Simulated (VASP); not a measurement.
Input of a VASP 6.6.1 run:

File INCAR:

```
  PREC = Accurate
  ENCUT = 520
  EDIFF = 1E-8
  ISMEAR = -1
  SIGMA = 0.03
  LREAL = F
  LASPH = T
  NELM = 80
  ALGO = Normal
  ISIF = 2
  LWAVE = F
  LCHARG = F
  GGA = PE
  LEFG = T
  NBANDS = 16
```

File KPOINTS:

```
Automatic mesh
0
Gamma
  11 11 11
```

POSCAR

```
InP
1.0
    0.0285500000      2.8692750000      2.8692750000
    2.8692750000      0.0285500000      2.8692750000
    2.8692750000      2.8692750000      0.0285500000
In P
1 1
Direct
    0.0000000000      0.0000000000      0.0000000000
    0.5000000000      0.5000000000      0.5000000000
```

Potentials or basis: VASP PAW PBE potentials, release 64 (In_d, P).

Run with:

```bash
$ cat potpaw_PBE.64/In_d/POTCAR potpaw_PBE.64/P/POTCAR > POTCAR
$ mpirun -np 1 vasp_std > vasp.out
```

Task: What does it give for the band gap on the k mesh?

Result: Zero (bands 9 and 10 overlap by 2.26 eV).

Task: What does it give for the pressure?

Result: -5.4 GPa.

Electric field gradients, principal values (V/Å²):
| atom | least | middle | greatest (by size) |
| --- | --- | --- | --- |
| 1 In | 1.891 | 1.891 | -3.782 |
| 2 P | -0.094 | -0.094 | 0.188 |

Caveat: the cell differs from its parent crystal (equal xy, yz and zx shear strains of +1 %); the cell stands under tension; without QUAD_EFG the Cq values of the log hold for a quadrupole moment of 1 mb, not for the nuclei; spin-orbit coupling is left out, which moves the levels of the heavy elements.
